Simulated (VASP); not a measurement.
# BaS (Pm-3m) in VASP: a series of runs

The runs below take BaS through single point, with PBE, r2SCAN.

Program: VASP 6.6.1. These are calculated values, not measurements. Logs are shortened: lines on timing, memory, paths and dates and some standing lists are left out, and cuts for length are marked.

## 1. The cell of the first run

It takes space group Pm-3m (No. 221, cubic). Conventional cell: a = 3.834 Å, b = 3.834 Å, c = 3.834 Å, α = 90.00°, β = 90.00°, γ = 90.00°. Within 4.4 Å of Ba (site symmetry m-3m) lie 8 S at 3.32 Å and 6 Ba at 3.83 Å. Within 4.4 Å of S (site symmetry m-3m) lie 8 Ba at 3.32 Å and 6 S at 3.83 Å.

## 2. Single point, PBE

The input, INCAR:

```
SYSTEM = BaS
  PREC = Accurate
  ENCUT = 520
  EDIFF = 1E-6
  ISMEAR = 0
  SIGMA = 0.01
  LREAL = .FALSE.
  LASPH = .TRUE.
  NELM = 60
  ALGO = Normal
  ISIF = 2
  LWAVE = .FALSE.
  LCHARG = .FALSE.
  GGA = PE
  NBANDS = 15
```

The input, KPOINTS:

```
Automatic mesh
0
G
  6 6 6
  0 0 0
```

The input, POSCAR:

```
BaS
1.0
    3.8337582654      0.0000000000      0.0000000000
    0.0000000000      3.8337582654      0.0000000000
    0.0000000000      0.0000000000      3.8337582654
Ba S
1 1
Direct
    0.0000000000      0.0000000000      0.0000000000
    0.5000000000      0.5000000000      0.5000000000
```

Potentials or basis: VASP PAW PBE potentials, release 64 (Ba_sv, S).

Command:

```sh
$ cat potpaw_PBE.64/Ba_sv/POTCAR potpaw_PBE.64/S/POTCAR > POTCAR
$ mpirun -np 1 vasp_std > vasp.out
```

OUTCAR:

```text
SYSTEM = BaS
   PREC = Accurate
   ENCUT = 520
   EDIFF = 1E-6
   ISMEAR = 0
   LREAL = .FALSE.
   LASPH = .TRUE.
   NELM = 60
   ISIF = 2
   GGA = PE

 ion  position               nearest neighbor table
   1  0.000  0.000  0.000-   2 3.32   2 3.32   2 3.32   2 3.32   2 3.32   2 3.32   2 3.32   2 3.32

   2  0.500  0.500  0.500-   1 3.32   1 3.32   1 3.32   1 3.32   1 3.32   1 3.32   1 3.32   1 3.32

  LATTYP: Found a simple cubic cell.
 ALAT       =     3.8337582654

  Lattice vectors:

 A1 = (   3.8337582654,   0.0000000000,   0.0000000000)
 A2 = (   0.0000000000,   3.8337582654,   0.0000000000)
 A3 = (   0.0000000000,   0.0000000000,   3.8337582654)

Analysis of symmetry for initial positions (statically):
=====================================================================
 Subroutine PRICEL returns:
 Original cell was already a primitive cell.

 Routine SETGRP: Setting up the symmetry group for a
 simple cubic supercell.

 Subroutine GETGRP returns: Found 48 space group operations
 (whereof 48 operations were pure point group operations)
 out of a pool of 48 trial point group operations.

The static configuration has the point symmetry O_h .

Analysis of symmetry for dynamics (positions and initial velocities):
=====================================================================
 Subroutine PRICEL returns:
 Original cell was already a primitive cell.

 Routine SETGRP: Setting up the symmetry group for a
 simple cubic supercell.

 Subroutine GETGRP returns: Found 48 space group operations
 (whereof 48 operations were pure point group operations)
 out of a pool of 48 trial point group operations.

The dynamic configuration has the point symmetry O_h .

 Subroutine INISYM returns: Found 48 space group operations
 (whereof 48 operations are pure point group operations),
 and found     1 'primitive' translations

----------------------------------------------------------------------------------------

                                     Primitive cell

  volume of cell :      56.3474

  direct lattice vectors                    reciprocal lattice vectors
     3.833758265  0.000000000  0.000000000     0.260840651  0.000000000  0.000000000
     0.000000000  3.833758265  0.000000000     0.000000000  0.260840651  0.000000000
     0.000000000  0.000000000  3.833758265     0.000000000  0.000000000  0.260840651

  length of vectors
     3.833758265  3.833758265  3.833758265     0.260840651  0.260840651  0.260840651

  position of ions in fractional coordinates (direct lattice)
     0.000000000  0.000000000  0.000000000
     0.500000000  0.500000000  0.500000000

  ion indices of the primitive-cell ions
   primitive index   ion index
                 1           1
                 2           2

----------------------------------------------------------------------------------------

 KPOINTS: Automatic mesh

Automatic generation of k-mesh.
 Grid dimensions read from file:
 generate k-points for:    6    6    6

 Generating k-lattice:

  Cartesian coordinates                     Fractional coordinates (reciprocal lattice)
     0.043473442  0.000000000  0.000000000     0.166666667  0.000000000  0.000000000
     0.000000000  0.043473442  0.000000000     0.000000000  0.166666667  0.000000000
     0.000000000  0.000000000  0.043473442     0.000000000  0.000000000  0.166666667

  Length of vectors
     0.043473442  0.043473442  0.043473442

  Shift w.r.t. Gamma in fractional coordinates (k-lattice)
     0.000000000  0.000000000  0.000000000

 Subroutine IBZKPT returns following result:
 ===========================================

 Found     20 irreducible k-points:

 Following reciprocal coordinates:
            Coordinates               Weight
  0.000000  0.000000  0.000000      1.000000
  0.166667  0.000000  0.000000      6.000000
  0.333333  0.000000  0.000000      6.000000
  0.500000  0.000000  0.000000      3.000000
  0.166667  0.166667  0.000000     12.000000
  0.333333  0.166667  0.000000     24.000000
[... 12 lines left out ...]
  0.500000  0.500000  0.333333      6.000000
  0.500000  0.500000  0.500000      1.000000
   k-points           NKPTS =     20   k-points in BZ     NKDIM =     20   number of bands    NBANDS=     15
   number of dos      NEDOS =    301   number of ions     NIONS =      2
   total plane-waves  NPLWV =  27000
   dimension x,y,z NGX =    30 NGY =   30 NGZ =   30
   dimension x,y,z NGXF=    60 NGYF=   60 NGZF=   60
   ions per type =               1   1
   NGX,Y,Z   is equivalent  to a cutoff of  13.01, 13.01, 13.01 a.u.
   NGXF,Y,Z  is equivalent  to a cutoff of  26.02, 26.02, 26.02 a.u.
 SYSTEM =  BaS
   PREC   = accura    normal or accurate (medium, high low for compatibility)
   ISTART =      0    job   : 0-new  1-cont  2-samecut
   ICHARG =      2    charge: 1-file 2-atom 10-const
   ISPIN  =      1    spin polarized calculation?
   LNONCOLLINEAR =      F non collinear calculations
   LSORBIT =      F    spin-orbit coupling
   LASPH  =      T    aspherical Exc in radial PAW
   ENCUT  =  520.0 eV  38.22 Ry    6.18 a.u.   7.13  7.13  7.13*2*pi/ulx,y,z
   NELM   =     60;   NELMIN=  2; NELMDL= -5     # of ELM steps
   EDIFF  = 0.1E-05   stopping-criterion for ELM
   LREAL  =      F    real-space projection
   EDIFFG = 0.1E-04   stopping-criterion for IOM
   NSW    =      0    number of steps for IOM
   IBRION =     -1    ionic relax: 0-MD 1-quasi-New 2-CG
   NFREE  =      0    steps in history (QN), initial steepest desc. (CG)
   ISIF   =      2    stress and relaxation
   ISYM   =      2    0-nonsym 1-usesym 2-fastsym
   POTIM  = 0.5000    time-step for ionic-motion
   TEBEG  =    0.0;   TEEND  =   0.0 temperature during run
   PSTRESS=    0.0 pullay stress
   NELECT =      16.0000    total number of electrons
   NUPDOWN=      -1.0000    fix difference up-down
   EMIN   =  10.00;   EMAX   =-10.00  energy-range for DOS
   EFERMI =   0.00;   METHOD = LEGACY
   ISMEAR =     0;   SIGMA  =   0.01  broadening in eV -4-tet -1-fermi 0-gaus
   EFERMI_NEDOS =   21; number of points for ismear=-14 and -15
   IALGO  =     38    algorithm
   IMIX   =      4    mixing-type and parameters
     AMIX     =   0.40;   BMIX     =  1.00
     AMIX_MAG =   1.60;   BMIX_MAG =  1.00
  volume/ion in A,a.u.               =      28.17       190.13
  Fermi-wavevector in a.u.,A,eV,Ry     =   1.076028  2.033397 15.753309  1.157836
  Thomas-Fermi vector in A             =   2.211901
   LORBIT       =      0    0 simple, 1 ext, 2 COOP (PROOUT), +10 PAW based schemes
   GGA     = PE    functional components
   LHFCALC =     F    Hartree Fock is set to
   AEXX    =    0.0000 exact exchange contribution
   IVDW    =     0    specifies the selected vdW correction
   LEPSILON=     F    determine dielectric tensor
   LRPA    =     F    only Hartree local field effects (RPA)
 non-spin polarized calculation
 Gauss-broadening in eV      SIGMA  =   0.01
  energy-cutoff  :      520.00
  volume of cell :       56.35
 maximum number of plane-waves:      1568
 NGX is ok and might be reduce to    30
   NGX = 15   NGY = 15   NGZ = 15

 number of electron      15.9999997 magnetization

 Free energy of the ion-electron system (eV)
  ---------------------------------------------------
  ext. energy  EPLUGINS =         0.00000000
  ---------------------------------------------------
  free energy    TOTEN  =        -9.74733730 eV

  energy without entropy =       -9.74733730  energy(sigma->0) =       -9.74733730

 E-fermi :   3.0768     XC(G=0):  -9.4050

 val. band max:        3.0347119177   @ k =   0.5000   0.5000   0.0000
 cond. band min:       4.4689076190   @ k =   0.0000   0.0000   0.0000
 fundamental gap:      1.4341957012
 Fermi energy:         3.0767623187

 k-point     1 :       0.0000    0.0000    0.0000
  band No.  band energies     occupation
      1     -24.1149      2.00000
      2      -8.9125      2.00000
      3      -8.9125      2.00000
      4      -8.9125      2.00000
      5      -8.0359      2.00000
      6       2.9248      2.00000
      7       2.9248      2.00000
      8       2.9248      2.00000
      9       4.4689      0.00000
     10       4.4689      0.00000
     11       6.8848      0.00000
     12       9.5823      0.00000
     13       9.5823      0.00000
     14       9.5823      0.00000
     15      13.9470      0.00000

 k-point     2 :       0.1667    0.0000    0.0000
  band No.  band energies     occupation
      1     -24.0925      2.00000
      2      -9.4482      2.00000
      3      -8.8824      2.00000
      4      -8.8824      2.00000
      5      -7.5812      2.00000
      6       1.9144      2.00000
      7       2.7682      2.00000
      8       2.7682      2.00000
      9       4.6655      0.00000
     10       5.5006      0.00000
     11       7.8324      0.00000
     12       9.5859      0.00000
     13       9.5859      0.00000
     14       9.7401      0.00000
     15      12.2974      0.00000

 k-point     3 :       0.3333    0.0000    0.0000
  band No.  band energies     occupation
      1     -24.0469      2.00000
      2     -10.1036      2.00000
      3      -8.8211      2.00000
      4      -8.8211      2.00000
      5      -7.0433      2.00000
      6       0.6405      2.00000
      7       2.4553      2.00000
      8       2.4553      2.00000
      9       5.1582      0.00000
     10       7.6451      0.00000
     11       9.3802      0.00000
     12       9.7984      0.00000
     13       9.7984      0.00000
     14      10.1134      0.00000
     15      10.3686      0.00000

 k-point     4 :       0.5000    0.0000    0.0000
  band No.  band energies     occupation
      1     -24.0238      2.00000
      2     -10.3643      2.00000
      3      -8.7897      2.00000
      4      -8.7897      2.00000
      5      -6.8172      2.00000
      6       0.1214      2.00000
      7       2.3000      2.00000
      8       2.3000      2.00000
      9       5.4941      0.00000
     10       9.1141      0.00000
     11       9.5300      0.00000
     12      10.0530      0.00000
     13      10.0530      0.00000
     14      10.3281      0.00000
     15      10.3435      0.00000
[... 235 lines left out ...]
 k-point    18 :       0.5000    0.3333    0.3333
  band No.  band energies     occupation
      1     -23.9006      2.00000
      2      -9.6828      2.00000
      3      -9.4112      2.00000
      4      -9.3654      2.00000
      5      -7.3387      2.00000
      6       0.6451      2.00000
      7       0.7549      2.00000
      8       1.3534      2.00000
      9       7.8958      0.00000
     10       8.1074      0.00000
     11       8.4776      0.00000
     12      10.0951      0.00000
     13      10.6636      0.00000
     14      12.0193      0.00000
     15      12.9633      0.00000

 k-point    19 :       0.5000    0.5000    0.3333
  band No.  band energies     occupation
      1     -23.8801      2.00000
      2      -9.5894      2.00000
      3      -9.5894      2.00000
      4      -9.3426      2.00000
      5      -7.3379      2.00000
      6       0.5599      2.00000
      7       0.5599      2.00000
      8       0.7552      2.00000
      9       8.4749      0.00000
     10       9.1002      0.00000
     11       9.1002      0.00000
     12       9.5379      0.00000
     13      12.0422      0.00000
     14      12.1982      0.00000
     15      12.1982      0.00000

 k-point    20 :       0.5000    0.5000    0.5000
  band No.  band energies     occupation
      1     -23.8600      2.00000
      2      -9.5383      2.00000
      3      -9.5383      2.00000
      4      -9.5383      2.00000
      5      -7.2344      2.00000
      6       0.2536      2.00000
      7       0.2536      2.00000
      8       0.2536      2.00000
      9      10.3646      0.00000
     10      10.3646      0.00000
     11      10.3646      0.00000
     12      10.8168      0.00000
     13      10.8168      0.00000
     14      10.8168      0.00000
     15      12.1015      0.00000

------------------------ aborting loop because EDIFF is reached ----------------------------------------

  FORCE on cell =-STRESS in cart. coord.  units (eV):
  Direction    XX          YY          ZZ          XY          YZ          ZX
  --------------------------------------------------------------------------------------
  -------------------------------------------------------------------------------------
  Total        0.4181006      0.4181006      0.4181006      0.0000000     -0.0000000      0.0000000
  in kB       11.8882299     11.8882299     11.8882299      0.0000000     -0.0000000      0.0000000
  external PRESSURE =      11.8882299 kB  Pullay stress =       0.0000000 kB

 VOLUME and BASIS-vectors are now :
 -----------------------------------------------------------------------------
  energy-cutoff  :      520.00
  volume of cell :       56.35
      direct lattice vectors                 reciprocal lattice vectors
     3.833758265  0.000000000  0.000000000     0.260840651  0.000000000  0.000000000
     0.000000000  3.833758265  0.000000000     0.000000000  0.260840651  0.000000000
     0.000000000  0.000000000  3.833758265     0.000000000  0.000000000  0.260840651

 POSITION                                       TOTAL-FORCE (eV/Angst)
 -----------------------------------------------------------------------------------
      0.00000      0.00000      0.00000         0.000000      0.000000      0.000000
      1.91688      1.91688      1.91688         0.000000      0.000000      0.000000
 -----------------------------------------------------------------------------------
    total drift:                                0.000000     -0.000000     -0.000000

  FREE ENERGIE OF THE ION-ELECTRON SYSTEM (eV)
  ---------------------------------------------------
  free  energy   TOTEN  =        -9.7473373032 eV

  energy  without entropy=       -9.7473373032  energy(sigma->0) =       -9.74733730
```

It took 24 s on 1 thread of Intel Xeon 8259CL, shared host; peak memory 0.17 GiB.

What came out:

```yaml
Free_energy: -9.7473 eV
Pressure: 1.2 GPa
Band_gap_on_the_k_mesh: 1.43 eV, indirect (least direct gap 1.54 eV)
```

Caveat: spin-orbit coupling is left out, which moves the levels of the heavy elements. A k mesh can miss the band edges.

## 3. Single point, r2SCAN

POSCAR is that of step 2.

The input, INCAR.step1:

```
PREC = Accurate
ENCUT = 520
ISMEAR = 0
SIGMA = 0.01
LREAL = False
LASPH = True
NELM = 80
NBANDS = 15
GGA = PE
ALGO = Normal
EDIFF = 1E-4
LWAVE = True
LCHARG = False
```

The input, INCAR.step2:

```
PREC = Accurate
ENCUT = 520
EDIFF = 1E-6
ISMEAR = 0
SIGMA = 0.01
LREAL = False
LASPH = True
NELM = 80
ALGO = Normal
ISIF = 2
LWAVE = False
LCHARG = False
METAGGA = R2SCAN
LMIXTAU = True
NBANDS = 15
ISTART = 1
```

The input, KPOINTS:

```
Automatic mesh
0
Gamma
  6 6 6
```

Potentials or basis: VASP PAW PBE potentials, release 64 (Ba_sv, S).

Command:

```sh
$ cat potpaw_PBE.64/Ba_sv/POTCAR potpaw_PBE.64/S/POTCAR > POTCAR
$ cp INCAR.step1 INCAR
$ mpirun -np 1 vasp_std > vasp.out
$ cp INCAR.step2 INCAR
$ mpirun -np 1 vasp_std > vasp.out
```

It took 1.7 min on 1 thread of Intel Xeon 8259CL, shared host; peak memory 0.18 GiB.

Results (log left out):

```
Free energy            : -38.8023 eV
Pressure               : 1.0 GPa
Band gap on the k mesh : 1.81 eV, indirect (least direct gap 1.91 eV)
```

Levels at points of the mesh, in eV from the valence-band top:
| k point | band 6 | band 7 | band 8 | band 9 | band 10 | band 11 |
| --- | --- | --- | --- | --- | --- | --- |
| (0.00, 0.00, 0.00) | -0.10 | -0.10 | -0.10 | 1.81 | 1.81 | 4.69 |
| (0.50, 0.00, 0.00) | -2.89 | -0.73 | -0.73 | 2.86 | 6.60 | 7.04 |
| (0.50, 0.50, 0.00) | -1.39 | -1.39 | 0.00 | 2.66 | 3.88 | 4.80 |
| (0.50, 0.50, 0.50) | -2.81 | -2.81 | -2.81 | 7.94 | 7.94 | 7.94 |

Caveat: the PAW data sets were made with another functional, which shifts forces and pressure a little; spin-orbit coupling is left out, which moves the levels of the heavy elements. A k mesh can miss the band edges.
